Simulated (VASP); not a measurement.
# SrTiO3 (P4/mmm) in VASP: further runs, part 2 of 3

VASP 6.6.1.

## 3. Single point, r2SCAN+U (biaxial strain in the a-b plane: -1.5 %)

The input, POSCAR:

```
SrTiO3
1.0
    3.8589455789      0.0000000000      0.0000000000
    0.0000000000      3.8589455789      0.0000000000
    0.0000000000      0.0000000000      3.9529706488
Sr Ti O
1 1 3
Direct
    0.0000000000      0.0000000000      0.0000000000
    0.5000000000      0.5000000000      0.5000000000
    0.5000000000      0.0000000000      0.5000000000
    0.5000000000      0.5000000000      0.0000000000
    0.0000000000      0.5000000000      0.5000000000
```

The input, INCAR.step1:

```
PREC = Accurate
ENCUT = 520
ISMEAR = 0
SIGMA = 0.02
LREAL = False
LASPH = True
NELM = 150
LMAXMIX = 4
LDAU = True
LDAUTYPE = 2
LDAUL = -1 2 -1
LDAUU = 0 4 0
LDAUJ = 0 0 0
NBANDS = 28
GGA = PE
ALGO = Normal
EDIFF = 1E-4
LWAVE = True
LCHARG = False
```

The input, INCAR.step2:

```
PREC = Accurate
ENCUT = 520
EDIFF = 1E-7
ISMEAR = 0
SIGMA = 0.02
LREAL = False
LASPH = True
NELM = 150
ALGO = Normal
ISIF = 2
LWAVE = False
LCHARG = False
LMAXMIX = 4
LDAU = True
LDAUTYPE = 2
LDAUL = -1 2 -1
LDAUU = 0 4 0
LDAUJ = 0 0 0
LDAUPRINT = 1
METAGGA = R2SCAN
LMIXTAU = True
NBANDS = 28
ISTART = 1
```

The input, KPOINTS:

```
Automatic mesh
0
Gamma
  6 6 6
```

Potentials or basis: VASP PAW PBE potentials, release 64 (Sr_sv, Ti_sv, O).

Command:

```console
cat potpaw_PBE.64/Sr_sv/POTCAR potpaw_PBE.64/Ti_sv/POTCAR potpaw_PBE.64/O/POTCAR > POTCAR
cp INCAR.step1 INCAR
mpirun -np 1 vasp_std > vasp.out
cp INCAR.step2 INCAR
mpirun -np 1 vasp_std > vasp.out
```

OUTCAR:

```text
PREC = Accurate
   ENCUT = 520
   EDIFF = 1E-7
   ISMEAR = 0
   LREAL = False
   LASPH = True
   NELM = 150
   ISIF = 2
   METAGGA = R2SCAN
   ISTART = 1

 ion  position               nearest neighbor table
   1  0.000  0.000  0.000-   4 2.73   4 2.73   4 2.73   4 2.73   5 2.76   3 2.76   5 2.76   5 2.76
                             3 2.76   5 2.76   3 2.76   3 2.76   2 3.37   2 3.37   2 3.37   2 3.37
   2  0.500  0.500  0.500-   3 1.93   5 1.93   3 1.93   5 1.93   4 1.98   4 1.98   1 3.37   1 3.37
                             1 3.37   1 3.37   1 3.37   1 3.37   1 3.37   1 3.37
   3  0.500  0.000  0.500-   2 1.93   2 1.93   1 2.76   1 2.76   1 2.76   1 2.76
   4  0.500  0.500  0.000-   2 1.98   2 1.98   1 2.73   1 2.73   1 2.73   1 2.73
   5  0.000  0.500  0.500-   2 1.93   2 1.93   1 2.76   1 2.76   1 2.76   1 2.76

  LATTYP: Found a simple tetragonal cell.
 ALAT       =     3.8589455789
 C/A-ratio  =     1.0243654822

  Lattice vectors:

 A1 = (   3.8589455789,   0.0000000000,   0.0000000000)
 A2 = (   0.0000000000,   3.8589455789,   0.0000000000)
 A3 = (   0.0000000000,   0.0000000000,   3.9529706488)

Analysis of symmetry for initial positions (statically):
[... 221 lines left out ...]
 fundamental gap:      2.8428944829
 Fermi energy:         4.3385893851

 k-point     1 :       0.0000    0.0000    0.0000
  band No.  band energies     occupation
      1     -55.5280      2.00000
      2     -30.6900      2.00000
      3     -30.6900      2.00000
      4     -30.6730      2.00000
      5     -29.7580      2.00000
      6     -14.4581      2.00000
[... 733 lines left out ...]
     27      12.9321      0.00000
     28      13.9173      0.00000

 [... further k-points ...]

------------------------ aborting loop because EDIFF is reached ----------------------------------------

  FORCE on cell =-STRESS in cart. coord.  units (eV):
  Direction    XX          YY          ZZ          XY          YZ          ZX
  --------------------------------------------------------------------------------------
  -------------------------------------------------------------------------------------
  Total        3.6946698      3.6946698      1.1748610      0.0000000     -0.0000000      0.0000000
  in kB      100.5600109    100.5600109     31.9768860      0.0000000     -0.0000000      0.0000000
  external PRESSURE =      77.6989693 kB  Pullay stress =       0.0000000 kB

 VOLUME and BASIS-vectors are now :
 -----------------------------------------------------------------------------
  energy-cutoff  :      520.00
  volume of cell :       58.87
      direct lattice vectors                 reciprocal lattice vectors
     3.858945579  0.000000000  0.000000000     0.259138145  0.000000000  0.000000000
     0.000000000  3.858945579  0.000000000     0.000000000  0.259138145  0.000000000
     0.000000000  0.000000000  3.952970649     0.000000000  0.000000000  0.252974304

 POSITION                                       TOTAL-FORCE (eV/Angst)
 -----------------------------------------------------------------------------------
      0.00000      0.00000      0.00000         0.000000      0.000000      0.000000
      1.92947      1.92947      1.97649         0.000000      0.000000      0.000000
      1.92947      0.00000      1.97649         0.000000      0.000000      0.000000
      1.92947      1.92947      0.00000         0.000000      0.000000      0.000000
      0.00000      1.92947      1.97649         0.000000      0.000000      0.000000
 -----------------------------------------------------------------------------------
    total drift:                                0.000000      0.000000     -0.000000

  FREE ENERGIE OF THE ION-ELECTRON SYSTEM (eV)
  ---------------------------------------------------
  free  energy   TOTEN  =       -60.6363549493 eV

  energy  without entropy=      -60.6363549493  energy(sigma->0) =      -60.63635495
```

OUTCAR.step1:

```text
PREC = Accurate
   ENCUT = 520
   ISMEAR = 0
   LREAL = False
   LASPH = True
[... 983 lines left out ...]
      1.92947      1.92947      1.97649         0.000000      0.000000      0.000000
      1.92947      0.00000      1.97649         0.000000      0.000000      0.000000
      1.92947      1.92947      0.00000         0.000000      0.000000      0.000000
      0.00000      1.92947      1.97649         0.000000      0.000000      0.000000
 -----------------------------------------------------------------------------------
    total drift:                                0.000000      0.000000     -0.000000

  FREE ENERGIE OF THE ION-ELECTRON SYSTEM (eV)
  ---------------------------------------------------
  free  energy   TOTEN  =       -37.2694550086 eV

  energy  without entropy=      -37.2694550086  energy(sigma->0) =      -37.26945501
```

OSZICAR.step1:

```text
N       E                     dE             d eps       ncg     rms          rms(c)
DAV:   1     0.432390183363E+03    0.43239E+03   -0.21442E+04  2240   0.159E+03
DAV:   2    -0.418564552808E+01   -0.43658E+03   -0.41809E+03  2568   0.440E+02
DAV:   3    -0.464691601588E+02   -0.42284E+02   -0.41982E+02  3180   0.133E+02
DAV:   4    -0.483845299778E+02   -0.19154E+01   -0.19114E+01  3368   0.243E+01
DAV:   5    -0.484354152224E+02   -0.50885E-01   -0.50873E-01  3176   0.328E+00    0.275E+01
DAV:   6    -0.370070189777E+02    0.11428E+02   -0.53533E+01  3224   0.662E+01    0.151E+01
DAV:   7    -0.372654339205E+02   -0.25841E+00   -0.57103E+00  2864   0.142E+01    0.106E+01
DAV:   8    -0.373418167040E+02   -0.76383E-01   -0.14890E+00  2752   0.107E+01    0.340E+00
DAV:   9    -0.372741780980E+02    0.67639E-01   -0.22651E-01  2700   0.476E+00    0.958E-01
DAV:  10    -0.372722767648E+02    0.19013E-02   -0.10629E-01  2704   0.210E+00    0.480E-01
DAV:  11    -0.372695838306E+02    0.26929E-02   -0.17785E-02  3212   0.109E+00    0.174E-01
DAV:  12    -0.372694275216E+02    0.15631E-03   -0.11077E-03  2604   0.354E-01    0.916E-02
DAV:  13    -0.372694550086E+02   -0.27487E-04   -0.12820E-04  1896   0.886E-02
   1 F= -.37269455E+02 E0= -.37269455E+02  d E =-.148595E-37
```

It took 4.8 min on 1 thread of Intel Xeon Platinum 8259CL at 2.50GHz (Skylake/Cascade Lake), shared host; peak memory 0.21 GiB.

Results:

```
Free energy            : -60.6364 eV
Pressure               : 7.8 GPa
Band gap on the k mesh : 2.84 eV (least direct gap 3.31 eV)
```

Stress tensor (GPa, compression positive):
```
10.06  0.00  0.00
 0.00 10.06  0.00
 0.00  0.00  3.20
```

Eigenvalues of the final occupation matrices:
| site | spin | trace | eigenvalues |
| --- | --- | --- | --- |
| site 2 d | 1 | 0.80 | 0.09 0.09 0.10 0.25 0.26 |
| site 2 d | 2 | 0.80 | 0.09 0.09 0.10 0.25 0.26 |

Caveat: the cell differs from its parent crystal (biaxial strain in the a-b plane: -1.5 %); the stress differs along the axes, from 3 to 10 GPa; the PAW data sets were made with another functional, which shifts forces and pressure a little. A k mesh can miss the band edges.

(Continued in part 3 of 3.)
